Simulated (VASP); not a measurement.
Input of a VASP 6.6.1 run:

File INCAR:

```
SYSTEM = CdSe
  PREC = Accurate
  ENCUT = 520
  EDIFF = 1E-6
  ISMEAR = 0
  SIGMA = 0.01
  LREAL = .False.
  LASPH = .True.
  NELM = 100
  ALGO = Normal
  ISIF = 2
  LWAVE = .False.
  LCHARG = .False.
  GGA = B5
  ALDAX = 1.0
  AGGAX = 1.0
  AGGAC = 1.0
  ALDAC = 0.0
  NBANDS = 26
```

The input KPOINTS:

```
regular mesh
0
Gamma
  6 6 4
  0 0 0
```

POSCAR

```
CdSe
1.0
    4.3000000000      0.0000000000      0.0000000000
   -2.1500000000      3.7239092400      0.0000000000
    0.0000000000      0.0000000000      7.0200000000
Cd Se
2 2
Direct
    0.3333333333      0.6666666667      0.0000000000
    0.6666666667      0.3333333333      0.5000000000
    0.3333333333      0.6666666667      0.3850000000
    0.6666666667      0.3333333333      0.8850000000
```

Potentials or basis: VASP PAW PBE potentials, release 64 (Cd, Se).

Launch:

```sh
$ cat potpaw_PBE.64/Cd/POTCAR potpaw_PBE.64/Se/POTCAR > POTCAR
$ mpirun -np 1 vasp_std > vasp.out
```

Predict the pressure.

6.4 GPa.

What does it give for the band gap on the k mesh?

0.66 eV, direct.

Estimate the largest force.

0.318 eV/Å.

Forces on the atoms (eV/Å):
```
Cd   0.000  0.000  0.318
Cd   0.000  0.000  0.318
Se   0.000  0.000 -0.318
Se   0.000  0.000 -0.318
```

Caveat: the PAW data sets were made with another functional, which shifts forces and pressure a little. BLYP gaps usually lie below the measured ones, often by a third to a half.
